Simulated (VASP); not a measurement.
# La (P6_3/mmc) in VASP: notebook

The runs below take La through single point, with LDA.

All numbers are computed with VASP 6.6.1; they aren't measurements. Logs are shortened: lines on timing, memory, paths and dates and some standing lists are left out, and cuts for length are marked.

## 1. The cell of the first run

Symmetry: P6_3/mmc, No. 194, hexagonal system. The conventional cell has a = 3.531 Å, b = 3.531 Å, c = 5.834 Å, α = 90.00°, β = 90.00°, γ = 120.00°. Within 4.6 Å of La (site symmetry -6m2) lie 12 La at 3.53 to 3.56 Å.

## 2. Single point, LDA (volume scaled by 0.96)

File INCAR:

```
PREC     = Accurate       # precision mode
ENCUT    = 520            # plane-wave cutoff, eV
EDIFF    = 1E-6           # SCF threshold, eV
ISMEAR   = -1             # smearing method
SIGMA    = 0.1            # smearing width, eV
LREAL    = False          # projectors in reciprocal space
LASPH    = True           # aspherical terms in the spheres
NELM     = 100            # most SCF steps
ALGO     = Normal         # electronic algorithm
ISIF     = 2              # what is computed and relaxed
LWAVE    = False          # write WAVECAR
LCHARG   = False          # write CHGCAR
GGA      = CA             # functional
NBANDS   = 18             # bands
```

File KPOINTS:

```
Automatic mesh
0
Gamma
  11 11 6
```

File POSCAR:

```
La
1.0
    3.5309911325      0.0000000000      0.0000000000
   -1.7654955662      3.0579280213      0.0000000000
    0.0000000000      0.0000000000      5.8343604788
La
2
Direct
    0.3333333333      0.6666666667      0.2500000000
    0.6666666667      0.3333333333      0.7500000000
```

Potentials or basis: VASP PAW LDA potentials, release 64 (La).

On the command line:

```console
$ cat potpaw_LDA.64/La/POTCAR > POTCAR
$ mpirun -np 1 vasp_std > vasp.out
```

OUTCAR:

```text
PREC = Accurate
   ENCUT = 520
   EDIFF = 1E-6
   ISMEAR = -1
   LREAL = False
   LASPH = True
   NELM = 100
   ISIF = 2
   GGA = CA

 ion  position               nearest neighbor table
   1  0.333  0.667  0.250-   2 3.56   2 3.56   2 3.56   2 3.56   2 3.56   2 3.56
   2  0.667  0.333  0.750-   1 3.56   1 3.56   1 3.56   1 3.56   1 3.56   1 3.56

  LATTYP: Found a hexagonal cell.
 ALAT       =     3.5309911325
 C/A-ratio  =     1.6523294055

  Lattice vectors:

 A1 = (   3.5309911325,   0.0000000000,   0.0000000000)
 A2 = (  -1.7654955662,   3.0579280213,   0.0000000000)
 A3 = (   0.0000000000,   0.0000000000,   5.8343604788)

Analysis of symmetry for initial positions (statically):
=====================================================================
 Subroutine PRICEL returns:
 Original cell was already a primitive cell.

 Routine SETGRP: Setting up the symmetry group for a
 hexagonal supercell.

 Subroutine GETGRP returns: Found 24 space group operations
 (whereof 12 operations were pure point group operations)
 out of a pool of 24 trial point group operations.

The static configuration has the point symmetry D_3d.
 The point group associated with its full space group is D_6h.

Analysis of symmetry for dynamics (positions and initial velocities):
=====================================================================
 Subroutine PRICEL returns:
 Original cell was already a primitive cell.

 Routine SETGRP: Setting up the symmetry group for a
 hexagonal supercell.

 Subroutine GETGRP returns: Found 24 space group operations
 (whereof 12 operations were pure point group operations)
 out of a pool of 24 trial point group operations.

The dynamic configuration has the point symmetry D_3d.
 The point group associated with its full space group is D_6h.

 Subroutine INISYM returns: Found 24 space group operations
 (whereof 12 operations are pure point group operations),
 and found     1 'primitive' translations

----------------------------------------------------------------------------------------

                                     Primitive cell

  volume of cell :      62.9966

  direct lattice vectors                    reciprocal lattice vectors
     3.530991133  0.000000000  0.000000000     0.283206602  0.163509408  0.000000000
[... 82 lines left out ...]
   LSORBIT =      F    spin-orbit coupling
   LASPH  =      T    aspherical Exc in radial PAW
   ENCUT  =  520.0 eV  38.22 Ry    6.18 a.u.   6.57  6.57 10.85*2*pi/ulx,y,z
   NELM   =    100;   NELMIN=  2; NELMDL= -5     # of ELM steps
   EDIFF  = 0.1E-05   stopping-criterion for ELM
   LREAL  =      F    real-space projection
   EDIFFG = 0.1E-04   stopping-criterion for IOM
   NSW    =      0    number of steps for IOM
   IBRION =     -1    ionic relax: 0-MD 1-quasi-New 2-CG
   NFREE  =      0    steps in history (QN), initial steepest desc. (CG)
   ISIF   =      2    stress and relaxation
   ISYM   =      2    0-nonsym 1-usesym 2-fastsym
   POTIM  = 0.5000    time-step for ionic-motion
   TEBEG  =    0.0;   TEEND  =   0.0 temperature during run
   PSTRESS=    0.0 pullay stress
   NELECT =      22.0000    total number of electrons
   NUPDOWN=      -1.0000    fix difference up-down
   EMIN   =  10.00;   EMAX   =-10.00  energy-range for DOS
   EFERMI =   0.00;   METHOD = LEGACY
   ISMEAR =    -1;   SIGMA  =   0.10  broadening in eV -4-tet -1-fermi 0-gaus
   EFERMI_NEDOS =   21; number of points for ismear=-14 and -15
   IALGO  =     38    algorithm
   IMIX   =      4    mixing-type and parameters
     AMIX     =   0.40;   BMIX     =  1.00
     AMIX_MAG =   1.60;   BMIX_MAG =  1.00
  volume/ion in A,a.u.               =      31.50       212.56
  Fermi-wavevector in a.u.,A,eV,Ry     =   1.152860  2.178590 18.083324  1.329087
  Thomas-Fermi vector in A             =   2.289508
   LORBIT       =      0    0 simple, 1 ext, 2 COOP (PROOUT), +10 PAW based schemes
   GGA     = CA    functional components
   LHFCALC =     F    Hartree Fock is set to
   AEXX    =    0.0000 exact exchange contribution
   IVDW    =     0    specifies the selected vdW correction
   LEPSILON=     F    determine dielectric tensor
   LRPA    =     F    only Hartree local field effects (RPA)
 non-spin polarized calculation
  energy-cutoff  :      520.00
  volume of cell :       63.00
 maximum number of plane-waves:      1726
 NGX is ok and might be reduce to    28
   NGX = 13   NGY = 13   NGZ = 21

 number of electron      22.0000001 magnetization

 Free energy of the ion-electron system (eV)
  ---------------------------------------------------
  ext. energy  EPLUGINS =         0.00000000
  ---------------------------------------------------
  free energy    TOTEN  =       -11.13484929 eV

  energy without entropy =      -11.02402902  energy(sigma->0) =      -11.07943916

 E-fermi :   9.3533     XC(G=0): -10.4502

 val. band max:        9.3486945530   @ k =   0.3636   0.2727   0.0000
 cond. band min:       9.3786899143   @ k =   0.2727   0.2727   0.5000
 fundamental gap:      0.0299953614
 Fermi energy:         9.3532513811

 k-point     1 :       0.0000    0.0000    0.0000
  band No.  band energies     occupation
      1     -23.2455      2.00000
      2     -22.8870      2.00000
      3      -7.9977      2.00000
      4      -6.0527      2.00000
      5      -6.0527      2.00000
      6      -5.8217      2.00000
[... 481 lines left out ...]
      5      -6.7514      2.00000
      6      -6.3023      2.00000
[... 10 lines left out ...]
     17      11.2969      0.00000
     18      11.3306      0.00000

 [... further k-points ...]

------------------------ aborting loop because EDIFF is reached ----------------------------------------

  FORCE on cell =-STRESS in cart. coord.  units (eV):
  Direction    XX          YY          ZZ          XY          YZ          ZX
  --------------------------------------------------------------------------------------
  -------------------------------------------------------------------------------------
  Total        0.3949142      0.3949142      0.3846321      0.0000000      0.0000000      0.0000000
  in kB       10.0437556     10.0437556      9.7822554      0.0000000      0.0000000      0.0000000
  external PRESSURE =       9.9565889 kB  Pullay stress =       0.0000000 kB

 VOLUME and BASIS-vectors are now :
 -----------------------------------------------------------------------------
  energy-cutoff  :      520.00
  volume of cell :       63.00
      direct lattice vectors                 reciprocal lattice vectors
     3.530991133  0.000000000  0.000000000     0.283206602  0.163509408  0.000000000
    -1.765495566  3.057928021  0.000000000     0.000000000  0.327018816  0.000000000
     0.000000000  0.000000000  5.834360479     0.000000000  0.000000000  0.171398391

 POSITION                                       TOTAL-FORCE (eV/Angst)
 -----------------------------------------------------------------------------------
     -0.00000      2.03862      1.45859        -0.000000      0.000000      0.000000
      1.76550      1.01931      4.37577         0.000000     -0.000000      0.000000
 -----------------------------------------------------------------------------------
    total drift:                               -0.000000      0.000000     -0.000000

  FREE ENERGIE OF THE ION-ELECTRON SYSTEM (eV)
  ---------------------------------------------------
  free  energy   TOTEN  =       -11.1348492948 eV

  energy  without entropy=      -11.0240290176  energy(sigma->0) =      -11.07943916
```

It took 50 s on 1 thread of Intel Xeon Platinum 8488C (Sapphire Rapids), shared host; peak memory 0.21 GiB.

Results:

| Property | Result |
| --- | --- |
| Free energy | -11.1348 eV |
| Pressure | 1.0 GPa |
| Band gap on the k mesh | zero (band 11 reaches 10.32 eV, above the bottom of band 12 at 8.69 eV) |

Caveat: the cell differs from its parent crystal (volume scaled by 0.96); spin-orbit coupling is left out, which moves the levels of the heavy elements.

## 3. Single point, LDA

This run uses another cell than the first one, of 32.81 Å³/atom, 1.042 times its volume.

File INCAR:

```
SYSTEM = La
PREC = Accurate
ENCUT = 520
EDIFF = 1E-6
ISMEAR = -1
SIGMA = 0.1
LREAL = .False.
LASPH = .True.
NELM = 80
ALGO = Normal
ISIF = 2
LWAVE = .False.
LCHARG = .False.
GGA = CA
NBANDS = 18
```

File KPOINTS:

```
Automatic mesh
0
Gamma
  11 11 6
  0 0 0
```

File POSCAR:

```
La
1.0
    3.5793668854      0.0000000000      0.0000000000
   -1.7896834427      3.0998226522      0.0000000000
    0.0000000000      0.0000000000      5.9142931578
La
2
Direct
    0.3333333333      0.6666666667      0.2500000000
    0.6666666667      0.3333333333      0.7500000000
```

Potentials or basis: VASP PAW LDA potentials, release 64 (La).

On the command line:

```console
$ cat potpaw_LDA.64/La/POTCAR > POTCAR
$ mpirun -np 1 vasp_std > vasp.out
```

OUTCAR:

```text
SYSTEM = La
   PREC = Accurate
   ENCUT = 520
   EDIFF = 1E-6
   ISMEAR = -1
   LREAL = .False.
   LASPH = .True.
   NELM = 80
   ISIF = 2
   GGA = CA

 ion  position               nearest neighbor table
   1  0.333  0.667  0.250-   2 3.61   2 3.61   2 3.61   2 3.61   2 3.61   2 3.61
   2  0.667  0.333  0.750-   1 3.61   1 3.61   1 3.61   1 3.61   1 3.61   1 3.61

  LATTYP: Found a hexagonal cell.
 ALAT       =     3.5793668854
 C/A-ratio  =     1.6523294055

  Lattice vectors:

 A1 = (   3.5793668854,   0.0000000000,   0.0000000000)
 A2 = (  -1.7896834427,   3.0998226522,   0.0000000000)
 A3 = (   0.0000000000,   0.0000000000,   5.9142931578)

Analysis of symmetry for initial positions (statically):
=====================================================================
 Subroutine PRICEL returns:
 Original cell was already a primitive cell.

 Routine SETGRP: Setting up the symmetry group for a
 hexagonal supercell.

 Subroutine GETGRP returns: Found 24 space group operations
 (whereof 12 operations were pure point group operations)
 out of a pool of 24 trial point group operations.

The static configuration has the point symmetry D_3d.
[... 162 lines left out ...]

 E-fermi :   8.9043     XC(G=0): -10.2762

 val. band max:        8.8990223502   @ k =   0.3636   0.0909   0.3333
 cond. band min:       8.9136383264   @ k =   0.2727   0.2727   0.1667
 fundamental gap:      0.0146159763
 Fermi energy:         8.9043435394

 k-point     1 :       0.0000    0.0000    0.0000
  band No.  band energies     occupation
      1     -23.7111      2.00000
      2     -23.4034      2.00000
      3      -8.3612      2.00000
      4      -6.6199      2.00000
      5      -6.6199      2.00000
      6      -6.4110      2.00000
[... 481 lines left out ...]
      5      -7.2423      2.00000
      6      -6.8415      2.00000
[... 10 lines left out ...]
     17      10.7696      0.00000
     18      10.8085      0.00000

 [... further k-points ...]

------------------------ aborting loop because EDIFF is reached ----------------------------------------

  FORCE on cell =-STRESS in cart. coord.  units (eV):
  Direction    XX          YY          ZZ          XY          YZ          ZX
  --------------------------------------------------------------------------------------
  -------------------------------------------------------------------------------------
  Total       -0.0471667     -0.0471667     -0.1250207      0.0000000      0.0000000      0.0000000
  in kB       -1.1515971     -1.1515971     -3.0524355      0.0000000      0.0000000      0.0000000
  external PRESSURE =      -1.7852099 kB  Pullay stress =       0.0000000 kB

 VOLUME and BASIS-vectors are now :
 -----------------------------------------------------------------------------
  energy-cutoff  :      520.00
  volume of cell :       65.62
      direct lattice vectors                 reciprocal lattice vectors
     3.579366885  0.000000000  0.000000000     0.279379016  0.161299550  0.000000000
    -1.789683443  3.099822652  0.000000000     0.000000000  0.322599101  0.000000000
     0.000000000  0.000000000  5.914293158     0.000000000  0.000000000  0.169081913

 POSITION                                       TOTAL-FORCE (eV/Angst)
 -----------------------------------------------------------------------------------
     -0.00000      2.06655      1.47857         0.000000     -0.000000      0.000000
      1.78968      1.03327      4.43572        -0.000000      0.000000      0.000000
 -----------------------------------------------------------------------------------
    total drift:                                0.000000     -0.000000      0.000000

  FREE ENERGIE OF THE ION-ELECTRON SYSTEM (eV)
  ---------------------------------------------------
  free  energy   TOTEN  =       -11.1418633408 eV

  energy  without entropy=      -11.0273003401  energy(sigma->0) =      -11.08458184
```

OSZICAR:

```text
N       E                     dE             d eps       ncg     rms          rms(c)
DAV:   1     0.240686209245E+03    0.24069E+03   -0.80041E+03  2304   0.175E+03
DAV:   2     0.234497629071E+02   -0.21724E+03   -0.21402E+03  3232   0.310E+02
DAV:   3    -0.765443302432E+01   -0.31104E+02   -0.30243E+02  3794   0.133E+02
DAV:   4    -0.109177852789E+02   -0.32634E+01   -0.32206E+01  4592   0.384E+01
DAV:   5    -0.111768131645E+02   -0.25903E+00   -0.25834E+00  3784   0.979E+00    0.387E+00
DAV:   6    -0.111678500864E+02    0.89631E-02   -0.50796E-01  4600   0.452E+00    0.196E+00
DAV:   7    -0.111436867456E+02    0.24163E-01   -0.41949E-02  3872   0.127E+00    0.576E-01
DAV:   8    -0.111417266978E+02    0.19600E-02   -0.80913E-03  4560   0.609E-01    0.887E-02
DAV:   9    -0.111418422761E+02   -0.11558E-03   -0.70167E-04  3912   0.161E-01    0.407E-02
DAV:  10    -0.111418642368E+02   -0.21961E-04   -0.14446E-04  4512   0.719E-02    0.282E-02
DAV:  11    -0.111418632597E+02    0.97717E-06   -0.13356E-05  3848   0.333E-02    0.111E-02
DAV:  12    -0.111418633408E+02   -0.81146E-07   -0.16092E-06  3240   0.162E-02
   1 F= -.11141863E+02 E0= -.11084582E+02  d E =-.114563E+00
```

stdout:

```text
POSCAR found type information on POSCAR La
 POSCAR found :  1 types and       2 ions
 scaLAPACK will be used
 LDA part: xc-table for (Slater(with rela. corr.)+CA(PZ))
 , standard interpolation
 POSCAR, INCAR and KPOINTS ok, starting setup
 FFT: planning ... GRIDC
 FFT: planning ... GRID_SOFT
 FFT: planning ... GRID
 WAVECAR not read
 entering main loop
```

Run time: 49 s. Hardware: 1 thread of Intel Xeon Platinum 8488C (Sapphire Rapids), shared host; peak memory 0.21 GiB.

What came out:

- Free energy: -11.1419 eV
- Pressure: -0.2 GPa
- Band gap on the k mesh: zero (band 11 reaches 9.88 eV, above the bottom of band 12 at 8.31 eV)

Levels at points of the mesh, in eV from the Fermi level:
| k point | band 7 | band 8 | band 9 | band 10 | band 11 | band 12 | band 13 | band 14 | band 15 | band 16 |
| --- | --- | --- | --- | --- | --- | --- | --- | --- | --- | --- |
| (0.00, 0.00, 0.00) | -15.29 | -15.29 | -3.06 | -1.87 | 0.97 | 1.42 | 1.42 | 1.52 | 1.60 | 1.77 |
| (0.00, 0.00, 0.50) | -15.41 | -15.41 | -1.72 | -1.72 | 0.66 | 0.66 | 1.50 | 1.50 | 1.51 | 1.53 |

Caveat: spin-orbit coupling is left out, which moves the levels of the heavy elements.

## 4. Single point, LDA (volume scaled by 1.04)

File INCAR:

```
ALGO     = Normal         # electronic algorithm
EDIFF    = 1E-6           # SCF threshold, eV
ENCUT    = 520            # plane-wave cutoff, eV
ISIF     = 2              # what is computed and relaxed
ISMEAR   = -1             # smearing method
LASPH    = T              # aspherical terms in the spheres
LCHARG   = T              # write CHGCAR
LELF     = T              # ELF
LREAL    = F              # projectors in reciprocal space
LVHAR    = T            
LWAVE    = F              # write WAVECAR
NBANDS   = 18             # bands
NELM     = 60             # most SCF steps
PREC     = Accurate       # precision mode
SIGMA    = 0.1            # smearing width, eV
```

File KPOINTS:

```
k-points
0
Gamma
  11 11 6
```

File POSCAR:

```
La
1.0
    3.6264692196      0.0000000000      0.0000000000
   -1.8132346098      3.1406144703      0.0000000000
    0.0000000000      0.0000000000      5.9921217298
La
2
Direct
    0.3333333333      0.6666666667      0.2500000000
    0.6666666667      0.3333333333      0.7500000000
```

On the command line:

```console
$ cat potpaw_LDA.64/La/POTCAR > POTCAR
$ mpirun -np 1 vasp_std > vasp.out
```

It took 52 s on 1 thread of Intel Xeon Platinum 8488C (Sapphire Rapids), shared host; peak memory 0.21 GiB.

It converged, with:

```yaml
Free_energy: -11.1308 eV
Pressure: -1.2 GPa
Band_gap_on_the_k_mesh: zero (band 11 reaches 9.46 eV, above the bottom of band 12 at 7.96 eV)
```

Stress tensor (GPa, compression positive):
```
-1.10  0.00  0.00
 0.00 -1.10  0.00
 0.00  0.00 -1.43
```

Levels at points of the mesh, in eV from the Fermi level:
| k point | band 8 | band 9 | band 10 | band 11 | band 12 | band 13 | band 14 | band 15 |
| --- | --- | --- | --- | --- | --- | --- | --- | --- |
| (0.00, 0.00, 0.00) | -15.42 | -3.11 | -1.83 | 0.98 | 1.40 | 1.40 | 1.48 | 1.55 |
| (0.00, 0.00, 0.50) | -15.53 | -1.78 | -1.78 | 0.62 | 0.62 | 1.48 | 1.48 | 1.48 |

Caveat: the cell differs from its parent crystal (volume scaled by 1.04); spin-orbit coupling is left out, which moves the levels of the heavy elements.

## 5. Summary

```csv
cell,gap on the mesh (eV),pressure (GPa)
"a = 3.531, b = 3.531, c = 5.834 Å, angles 90.0, 90.0, 120.0°, 2 atoms",none,1.0
"a = 3.579, b = 3.579, c = 5.914 Å, angles 90.0, 90.0, 120.0°, 2 atoms",none,-0.2
"a = 3.626, b = 3.626, c = 5.992 Å, angles 90.0, 90.0, 120.0°, 2 atoms",none,-1.2
```

Alike in all rows: task single point; level LDA; potentials or basis VASP PAW LDA potentials, release 64 (La); no spin polarisation; k mesh 11 × 11 × 6; cutoff (eV) 520; smearing fermi-dirac 0.1 eV.

Caveats: spin-orbit coupling is left out, which moves the levels of the heavy elements.

Absolute energies hang on the potentials; compare differences alone.
